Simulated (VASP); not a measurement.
# Au (R-3m) in VASP: a series of runs

The runs below take Au through single point, relaxation of cell and atoms, with PBEsol.

Everything below comes from runs of VASP 6.6.1. Logs are shortened: lines on timing, memory, paths and dates and some standing lists are left out, and cuts for length are marked.

## Step 1: The cell of the first run

Symmetry: R-3m, No. 166, trigonal system. Conventional cell: a = 7.153 Å, b = 7.153 Å, c = 19.617 Å, α = 90.00°, β = 90.00°, γ = 120.00°. Au (site symmetry m) has 6 Au at 2.59 to 2.78 Å within 3.4 Å. Within 3.5 Å of Au (site symmetry m) lie 7 Au at 2.67 to 2.79 Å.

## Step 2: Single point, PBEsol

The input, INCAR:

```
ALGO     = Normal         # electronic algorithm
EDIFF    = 1E-7           # SCF threshold, eV
ENCUT    = 520            # plane-wave cutoff, eV
GGA      = PS             # functional
ISIF     = 2              # what is computed and relaxed
ISMEAR   = 0              # smearing method
LASPH    = True           # aspherical terms in the spheres
LCHARG   = False          # write CHGCAR
LREAL    = False          # projectors in reciprocal space
LWAVE    = False          # write WAVECAR
NBANDS   = 78             # bands
NELM     = 100            # most SCF steps
PREC     = Accurate       # precision mode
SIGMA    = 0.1            # smearing width, eV
```

The input, KPOINTS:

```
k-points
0
Gamma
  6 6 6
```

The input, POSCAR:

```
Au
1.0
    3.5763616429      2.0648133573      6.5390606758
   -3.5763616429      2.0648133573      6.5390606758
    0.0000000000     -4.1296267145      6.5390606758
Au
12
Direct
    0.0247439103      0.6356329561      0.0247439103
    0.0247439103      0.0247439103      0.6356329561
    0.6356329561      0.0247439103      0.0247439103
    0.9752560897      0.3643670439      0.9752560897
    0.3643670439      0.9752560897      0.9752560897
    0.9752560897      0.9752560897      0.3643670439
    0.2357437593      0.6092419976      0.2357437593
    0.2357437593      0.2357437593      0.6092419976
    0.6092419976      0.2357437593      0.2357437593
    0.7642562407      0.3907580024      0.7642562407
    0.3907580024      0.7642562407      0.7642562407
    0.7642562407      0.7642562407      0.3907580024
```

Potentials or basis: VASP PAW PBE potentials, release 64 (Au).

Started as:

```console
cat potpaw_PBE.64/Au/POTCAR > POTCAR
mpirun -np 1 vasp_std > vasp.out
```

OUTCAR:

```text
EDIFF = 1E-7
   ENCUT = 520
   GGA = PS
   ISIF = 2
   ISMEAR = 0
   LASPH = True
   LREAL = False
   NELM = 100
   PREC = Accurate

 ion  position               nearest neighbor table
   1  0.025  0.636  0.025-   4 2.59  12 2.73  11 2.73   7 2.77   3 2.78   2 2.78
   2  0.025  0.025  0.636-   6 2.59  10 2.73  11 2.73   8 2.77   1 2.78   3 2.78
   3  0.636  0.025  0.025-   5 2.59  12 2.73  10 2.73   9 2.77   1 2.78   2 2.78
   4  0.975  0.364  0.975-   1 2.59   8 2.73   9 2.73  10 2.77   5 2.78   6 2.78
   5  0.364  0.975  0.975-   3 2.59   8 2.73   7 2.73  11 2.77   4 2.78   6 2.78
   6  0.975  0.975  0.364-   2 2.59   7 2.73   9 2.73  12 2.77   5 2.78   4 2.78
   7  0.236  0.609  0.236-   9 2.67   8 2.67   6 2.73   5 2.73   1 2.77  12 2.79  11 2.79
   8  0.236  0.236  0.609-   7 2.67   9 2.67   4 2.73   5 2.73   2 2.77  10 2.79  11 2.79
   9  0.609  0.236  0.236-   7 2.67   8 2.67   6 2.73   4 2.73   3 2.77  12 2.79  10 2.79
  10  0.764  0.391  0.764-  11 2.67  12 2.67   2 2.73   3 2.73   4 2.77   8 2.79   9 2.79
  11  0.391  0.764  0.764-  10 2.67  12 2.67   2 2.73   1 2.73   5 2.77   8 2.79   7 2.79
  12  0.764  0.764  0.391-  10 2.67  11 2.67   1 2.73   3 2.73   6 2.77   7 2.79   9 2.79

  LATTYP: Found a trigonal (rhomboedric) cell.
 ALAT       =     7.7338949646
 COS(alpha) =     0.5723225881

  Lattice vectors:

 A1 = (   3.5763616429,   2.0648133573,   6.5390606758)
 A2 = (  -3.5763616429,   2.0648133573,   6.5390606758)
 A3 = (   0.0000000000,  -4.1296267145,   6.5390606758)

Analysis of symmetry for initial positions (statically):
=====================================================================
 Subroutine PRICEL returns:
 Original cell was already a primitive cell.

 Routine SETGRP: Setting up the symmetry group for a
 trigonal (rhombohedral) supercell.

 Subroutine GETGRP returns: Found 12 space group operations
 (whereof 12 operations were pure point group operations)
 out of a pool of 12 trial point group operations.

The static configuration has the point symmetry D_3d.

Analysis of symmetry for dynamics (positions and initial velocities):
=====================================================================
 Subroutine PRICEL returns:
 Original cell was already a primitive cell.

 Routine SETGRP: Setting up the symmetry group for a
 trigonal (rhombohedral) supercell.

 Subroutine GETGRP returns: Found 12 space group operations
 (whereof 12 operations were pure point group operations)
 out of a pool of 12 trial point group operations.

The dynamic configuration has the point symmetry D_3d.

 Subroutine INISYM returns: Found 12 space group operations
 (whereof 12 operations are pure point group operations),
 and found     1 'primitive' translations

----------------------------------------------------------------------------------------

                                     Primitive cell

  volume of cell :     289.7269

  direct lattice vectors                    reciprocal lattice vectors
     3.576361643  2.064813357  6.539060676     0.139806890  0.080717546  0.050975721
    -3.576361643  2.064813357  6.539060676    -0.139806890  0.080717546  0.050975721
     0.000000000 -4.129626714  6.539060676     0.000000000 -0.161435092  0.050975721

  length of vectors
     7.733894965  7.733894965  7.733894965     0.169292094  0.169292094  0.169292094

  position of ions in fractional coordinates (direct lattice)
     0.024743910  0.635632956  0.024743910
     0.024743910  0.024743910  0.635632956
     0.635632956  0.024743910  0.024743910
     0.975256090  0.364367044  0.975256090
     0.364367044  0.975256090  0.975256090
     0.975256090  0.975256090  0.364367044
     0.235743759  0.609241998  0.235743759
     0.235743759  0.235743759  0.609241998
     0.609241998  0.235743759  0.235743759
     0.764256241  0.390758002  0.764256241
     0.390758002  0.764256241  0.764256241
     0.764256241  0.764256241  0.390758002

  ion indices of the primitive-cell ions
   primitive index   ion index
                 1           1
                 2           2
                 3           3
                 4           4
                 5           5
                 6           6
                 7           7
                 8           8
                 9           9
                10          10
                11          11
                12          12

----------------------------------------------------------------------------------------

 KPOINTS: k-points

Automatic generation of k-mesh.
 Grid dimensions read from file:
 generate k-points for:    6    6    6

 Generating k-lattice:

  Cartesian coordinates                     Fractional coordinates (reciprocal lattice)
     0.023301148  0.013452924  0.008495954     0.166666667  0.000000000 -0.000000000
    -0.023301148  0.013452924  0.008495954     0.000000000  0.166666667 -0.000000000
     0.000000000 -0.026905849  0.008495954     0.000000000  0.000000000  0.166666667

  Length of vectors
     0.028215349  0.028215349  0.028215349

  Shift w.r.t. Gamma in fractional coordinates (k-lattice)
     0.000000000  0.000000000  0.000000000

 Subroutine IBZKPT returns following result:
 ===========================================

 Found     32 irreducible k-points:

 Following reciprocal coordinates:
            Coordinates               Weight
  0.000000  0.000000  0.000000      1.000000
  0.166667 -0.000000 -0.000000      6.000000
  0.333333 -0.000000 -0.000000      6.000000
  0.500000 -0.000000 -0.000000      3.000000
  0.166667  0.166667 -0.000000      6.000000
  0.333333  0.166667 -0.000000     12.000000
[... 16 lines left out ...]
  0.500000  0.500000  0.166667      6.000000
 -0.333333  0.500000  0.166667     12.000000
 [... further k-points ...]
   k-points           NKPTS =     32   k-points in BZ     NKDIM =     32   number of bands    NBANDS=     78
   number of dos      NEDOS =    301   number of ions     NIONS =     12
   total plane-waves  NPLWV = 216000
   dimension x,y,z NGX =    60 NGY =   60 NGZ =   60
   dimension x,y,z NGXF=   120 NGYF=  120 NGZF=  120
   ions per type =              12
   NGX,Y,Z   is equivalent  to a cutoff of  12.90, 12.90, 12.90 a.u.
   NGXF,Y,Z  is equivalent  to a cutoff of  25.79, 25.79, 25.79 a.u.
 SYSTEM =  unknown system
   PREC   = accura    normal or accurate (medium, high low for compatibility)
   ISTART =      0    job   : 0-new  1-cont  2-samecut
   ICHARG =      2    charge: 1-file 2-atom 10-const
   ISPIN  =      1    spin polarized calculation?
   LNONCOLLINEAR =      F non collinear calculations
   LSORBIT =      F    spin-orbit coupling
   LASPH  =      T    aspherical Exc in radial PAW
   ENCUT  =  520.0 eV  38.22 Ry    6.18 a.u.  14.38 14.38 14.38*2*pi/ulx,y,z
   NELM   =    100;   NELMIN=  2; NELMDL= -5     # of ELM steps
   EDIFF  = 0.1E-06   stopping-criterion for ELM
   LREAL  =      F    real-space projection
   EDIFFG = 0.1E-05   stopping-criterion for IOM
   NSW    =      0    number of steps for IOM
   IBRION =     -1    ionic relax: 0-MD 1-quasi-New 2-CG
   NFREE  =      0    steps in history (QN), initial steepest desc. (CG)
   ISIF   =      2    stress and relaxation
   ISYM   =      2    0-nonsym 1-usesym 2-fastsym
   POTIM  = 0.5000    time-step for ionic-motion
   TEBEG  =    0.0;   TEEND  =   0.0 temperature during run
   PSTRESS=    0.0 pullay stress
   NELECT =     132.0000    total number of electrons
   NUPDOWN=      -1.0000    fix difference up-down
   EMIN   =  10.00;   EMAX   =-10.00  energy-range for DOS
   EFERMI =   0.00;   METHOD = LEGACY
   ISMEAR =     0;   SIGMA  =   0.10  broadening in eV -4-tet -1-fermi 0-gaus
   EFERMI_NEDOS =   21; number of points for ismear=-14 and -15
   IALGO  =     38    algorithm
   IMIX   =      4    mixing-type and parameters
     AMIX     =   0.40;   BMIX     =  1.00
     AMIX_MAG =   1.60;   BMIX_MAG =  1.00
  volume/ion in A,a.u.               =      24.14       162.93
  Fermi-wavevector in a.u.,A,eV,Ry     =   1.259708  2.380503 21.590596  1.586864
  Thomas-Fermi vector in A             =   2.393254
   LORBIT       =      0    0 simple, 1 ext, 2 COOP (PROOUT), +10 PAW based schemes
   GGA     = PS    functional components
   LHFCALC =     F    Hartree Fock is set to
   AEXX    =    0.0000 exact exchange contribution
   IVDW    =     0    specifies the selected vdW correction
   LEPSILON=     F    determine dielectric tensor
   LRPA    =     F    only Hartree local field effects (RPA)
 non-spin polarized calculation
 Gauss-broadening in eV      SIGMA  =   0.10
  energy-cutoff  :      520.00
  volume of cell :      289.73
 maximum number of plane-waves:      7836
 NGX is ok and might be reduce to    60
   NGX = 29   NGY = 29   NGZ = 29

 number of electron     132.0000001 magnetization

 Free energy of the ion-electron system (eV)
  ---------------------------------------------------
  ext. energy  EPLUGINS =         0.00000000
  ---------------------------------------------------
  free energy    TOTEN  =       -40.43079188 eV

  energy without entropy =      -40.40653043  energy(sigma->0) =      -40.41866115

 E-fermi :   4.4749     XC(G=0): -10.4642

 val. band max:        4.4717719780   @ k =   0.1667   0.1667   0.1667
 cond. band min:       4.4756556796   @ k =   0.3333   0.1667   0.1667
 fundamental gap:      0.0038837016
 Fermi energy:         4.4749283855

 k-point     1 :       0.0000    0.0000    0.0000
  band No.  band energies     occupation
      1      -3.3359      2.00000
      2      -1.4437      2.00000
      3      -1.3576      2.00000
      4      -1.2498      2.00000
      5      -1.2498      2.00000
      6      -1.2057      2.00000
[... 70 lines left out ...]
     77       9.8741      0.00000
     78      11.3798      0.00000

 k-point     2 :       0.1667   -0.0000   -0.0000
  band No.  band energies     occupation
      1      -3.2114      2.00000
      2      -1.4768      2.00000
      3      -1.3696      2.00000
      4      -1.2864      2.00000
      5      -1.2714      2.00000
      6      -1.2004      2.00000
[... 70 lines left out ...]
     77       9.7916      0.00000
     78      10.9928      0.00000
[... 1699 lines left out ...]
     77       9.7136      0.00000
     78       9.8275      0.00000

 k-point    24 :      -0.3333    0.5000    0.1667
  band No.  band energies     occupation
      1      -2.2615      2.00000
      2      -2.0219      2.00000
      3      -1.7146      2.00000
      4      -1.4227      2.00000
      5      -1.2393      2.00000
      6      -0.9794      2.00000
[... 70 lines left out ...]
     77       9.5502      0.00000
     78       9.7540      0.00000

 [... further k-points ...]
[... 5 lines left out ...]
  --------------------------------------------------------------------------------------
  -------------------------------------------------------------------------------------
  Total       -0.2551909     -0.2551909     -0.2550833      0.0000000     -0.0000000      0.0000000
  in kB       -1.4111946     -1.4111946     -1.4105995      0.0000000     -0.0000000      0.0000000
  external PRESSURE =      -1.4109963 kB  Pullay stress =       0.0000000 kB

 VOLUME and BASIS-vectors are now :
 -----------------------------------------------------------------------------
  energy-cutoff  :      520.00
  volume of cell :      289.73
      direct lattice vectors                 reciprocal lattice vectors
     3.576361643  2.064813357  6.539060676     0.139806890  0.080717546  0.050975721
    -3.576361643  2.064813357  6.539060676    -0.139806890  0.080717546  0.050975721
     0.000000000 -4.129626714  6.539060676     0.000000000 -0.161435092  0.050975721

 POSITION                                       TOTAL-FORCE (eV/Angst)
 -----------------------------------------------------------------------------------
     -2.18476      1.26137      4.48005        -0.004476      0.002584      0.003066
      0.00000     -2.52274      4.48005        -0.000000     -0.005168      0.003066
      2.18476      1.26137      4.48005         0.004476      0.002584      0.003066
      2.18476     -1.26137     15.13714         0.004476     -0.002584     -0.003066
     -2.18476     -1.26137     15.13714        -0.004476     -0.002584     -0.003066
      0.00000      2.52274     15.13714        -0.000000      0.005168     -0.003066
     -1.33576      0.77120      7.06696         0.000989     -0.000571     -0.002349
      0.00000     -1.54241      7.06696        -0.000000      0.001142     -0.002349
      1.33576      0.77120      7.06696        -0.000989     -0.000571     -0.002349
      1.33576     -0.77120     12.55023        -0.000989      0.000571      0.002349
     -1.33576     -0.77120     12.55023         0.000989      0.000571      0.002349
      0.00000      1.54241     12.55023        -0.000000     -0.001142      0.002349
 -----------------------------------------------------------------------------------
    total drift:                               -0.000000     -0.000000      0.000000

  FREE ENERGIE OF THE ION-ELECTRON SYSTEM (eV)
  ---------------------------------------------------
  free  energy   TOTEN  =       -40.4307918764 eV

  energy  without entropy=      -40.4065304329  energy(sigma->0) =      -40.41866115
```

It took 18 min on 1 thread of Intel Xeon Platinum 8259CL at 2.50GHz (Skylake/Cascade Lake), shared host; peak memory 0.77 GiB.

What came out:

| Item | Value |
| --- | --- |
| Free energy | -40.4308 eV |
| Pressure | -0.1 GPa |
| Largest force | 0.006 eV/Å |
| Band gap on the k mesh | zero (band 66 reaches 4.81 eV, above the bottom of band 67 at 4.21 eV) |

Forces in eV/Å, atoms in the order of the input:
```
Au  -0.004  0.003  0.003
Au   0.000 -0.005  0.003
Au   0.004  0.003  0.003
Au   0.004 -0.003 -0.003
Au  -0.004 -0.003 -0.003
Au   0.000  0.005 -0.003
Au   0.001 -0.001 -0.002
Au   0.000  0.001 -0.002
Au  -0.001 -0.001 -0.002
Au  -0.001  0.001  0.002
Au   0.001  0.001  0.002
Au   0.000 -0.001  0.002
```

Caveat: the PAW data sets were made with another functional, which shifts forces and pressure a little; spin-orbit coupling is left out, which moves the levels of the heavy elements.

## Step 3: Single point, PBEsol

This run uses another cell than the first one, of 19.31 Å³/atom, 0.800 times its volume.

The input, INCAR:

```
SYSTEM = Au
PREC = Accurate
ENCUT = 520
EDIFF = 1E-7
ISMEAR = 0
SIGMA = 0.1
LREAL = .False.
LASPH = .True.
NELM = 100
ALGO = Normal
ISIF = 2
LWAVE = .False.
LCHARG = .True.
GGA = PS
LELF = .True.
LVHAR = .True.
NBANDS = 78
```

The input, KPOINTS:

```
regular mesh
0
Gamma
  3 3 3
  0 0 0
```

The input, POSCAR:

```
Au
1.0
    3.3977989482      1.9617201374      5.7946136720
   -3.3977989482      1.9617201374      5.7946136720
    0.0000000000     -3.9234402747      5.7946136720
Au
12
Direct
    0.0101900000      0.6536100000      0.0101900000
    0.0101900000      0.0101900000      0.6536100000
    0.6536100000      0.0101900000      0.0101900000
    0.9898100000      0.3463900000      0.9898100000
    0.3463900000      0.9898100000      0.9898100000
    0.9898100000      0.9898100000      0.3463900000
    0.2211800000      0.6306000000      0.2211800000
    0.2211800000      0.2211800000      0.6306000000
    0.6306000000      0.2211800000      0.2211800000
    0.7788200000      0.3694000000      0.7788200000
    0.3694000000      0.7788200000      0.7788200000
    0.7788200000      0.7788200000      0.3694000000
```

Potentials or basis: VASP PAW PBE potentials, release 64 (Au).

Started as:

```console
cat potpaw_PBE.64/Au/POTCAR > POTCAR
mpirun -np 1 vasp_std > vasp.out
```

Run time: 3.4 min. Hardware: 1 thread of Intel Xeon Platinum 8259CL at 2.50GHz (Skylake/Cascade Lake), shared host; peak memory 0.4 GiB.

The run converged. Its results:

- Free energy: -29.6448 eV
- Pressure: 54.5 GPa
- Largest force: 7.018 eV/Å
- Band gap on the k mesh: zero (band 66 reaches 8.13 eV, above the bottom of band 67 at 6.99 eV)

Forces on the atoms (eV/Å):
```
Au   2.784 -1.608 -0.821
Au   0.000  3.215 -0.821
Au  -2.784 -1.608 -0.821
Au  -2.784  1.608  0.821
Au   2.784  1.608  0.821
Au   0.000 -3.215  0.821
Au   5.953 -3.437  1.413
Au   0.000  6.874  1.413
Au  -5.953 -3.437  1.413
Au  -5.953  3.437 -1.413
Au   5.953  3.437 -1.413
Au   0.000 -6.874 -1.413
```

Stress tensor (GPa, compression positive):
```
51.29  0.00  0.00
 0.00 51.29  0.00
 0.00  0.00 60.99
```

Levels at points of the mesh, in eV from the Fermi level:
| k point | band 62 | band 63 | band 64 | band 65 | band 66 | band 67 | band 68 | band 69 | band 70 | band 71 |
| --- | --- | --- | --- | --- | --- | --- | --- | --- | --- | --- |
| (0.00, 0.00, 0.00) | -1.46 | -1.31 | -1.11 | -1.11 | -0.96 | -0.96 | -0.89 | 0.09 | 0.13 | 0.13 |

Caveat: the k points lie up to 0.38 Å⁻¹ apart; the PAW data sets were made with another functional, which shifts forces and pressure a little; spin-orbit coupling is left out, which moves the levels of the heavy elements.

## Step 4: Single point, PBEsol

This run uses another cell than the first one, of 24.21 Å³/atom, 1.003 times its volume.

The input, INCAR:

```
ALGO = Normal
EDIFF = 1E-7
ENCUT = 520
GGA = PS
ISIF = 2
ISMEAR = 0
LASPH = T
LCHARG = T
LELF = T
LREAL = F
LVHAR = T
LWAVE = F
NBANDS = 78
NELM = 100
PREC = Accurate
SIGMA = 0.1
```

The input, KPOINTS:

```
k-points
0
Gamma
  3 3 3
```

The input, POSCAR:

```
Au
1.0
    3.6255588410      2.0932173728      6.3813480639
   -3.6255588410      2.0932173728      6.3813480639
    0.0000000000     -4.1864347456      6.3813480639
Au
12
Direct
    0.0223269762      0.6419380384      0.0223269762
    0.0223269762      0.0223269762      0.6419380384
    0.6419380384      0.0223269762      0.0223269762
    0.9776730238      0.3580619616      0.9776730238
    0.3580619616      0.9776730238      0.9776730238
    0.9776730238      0.9776730238      0.3580619616
    0.2369702584      0.6065055041      0.2369702584
    0.2369702584      0.2369702584      0.6065055041
    0.6065055041      0.2369702584      0.2369702584
    0.7630297416      0.3934944959      0.7630297416
    0.3934944959      0.7630297416      0.7630297416
    0.7630297416      0.7630297416      0.3934944959
```

Started as:

```console
cat potpaw_PBE.64/Au/POTCAR > POTCAR
mpirun -np 1 vasp_std > vasp.out
```

It took 4.2 min on 1 thread of Intel Xeon Platinum 8259CL at 2.50GHz (Skylake/Cascade Lake), shared host; peak memory 0.5 GiB.

The run converged. Its results:

* Free energy: -40.6486 eV
* Pressure: 0.1 GPa
* Largest force: 0.026 eV/Å
* Band gap on the k mesh: zero (band 66 reaches 4.89 eV, above the bottom of band 67 at 4.12 eV)

Forces on the atoms (eV/Å):
```
Au  -0.015  0.009  0.010
Au   0.000 -0.017  0.010
Au   0.015  0.009  0.010
Au   0.015 -0.009 -0.010
Au  -0.015 -0.009 -0.010
Au   0.000  0.017 -0.010
Au   0.021 -0.012  0.010
Au   0.000  0.024  0.010
Au  -0.021 -0.012  0.010
Au  -0.021  0.012 -0.010
Au   0.021  0.012 -0.010
Au   0.000 -0.024 -0.010
```

Stress tensor (GPa, compression positive):
```
0.01 0.00 0.00
0.00 0.01 0.00
0.00 0.00 0.21
```

Levels at points of the mesh, in eV from the Fermi level:
```
           k point  band 63  band 64  band 65  band 66  band 67  band 68  band 69  band 70
(0.00, 0.00, 0.00)    -0.59    -0.56    -0.56    -0.36    -0.36    -0.31     0.04     0.49
```

Caveat: the PAW data sets were made with another functional, which shifts forces and pressure a little; spin-orbit coupling is left out, which moves the levels of the heavy elements.

(Continued in part 2 of 2.)
